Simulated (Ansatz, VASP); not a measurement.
# V in VASP and in Ansatz

```
V
1.0
     0.00000    2.32458    2.32458
     2.32458    0.00000    2.32458
     2.32458    2.32458    0.00000
V
2
Direct
  0.87500 0.87500 0.87500
  0.12500 0.12500 0.12500
```

Change from the starting cell: volume scaled by 0.76, PAW files.

Alike in both runs: task single point; functional LDA; k mesh 13 × 13 × 13; occupations fermi-dirac, width 0.05 eV; no spin polarisation.

|  | VASP | Ansatz |
| --- | --- | --- |
| version | VASP 6.6.1 | Ansatz 0.2.0 |
| potentials or method | VASP PAW LDA potentials, release 64 (V_sv) | PAW with Ansatz's default frozen-core files, scalar-relativistic |
| plane-wave cutoff (eV) | 520 | 420 |
| valence electrons in the cell | 26 | 26 |

|  | VASP | Ansatz | Ansatz less VASP |
| --- | --- | --- | --- |
| pressure (GPa) | 43.3 | 37.4 | -5.89 |

LDA's correlation is that of Perdew and Zunger in VASP and of Perdew and Wang (1992) in Ansatz. The pressures are high and differ by over a tenth, so treat them with care.
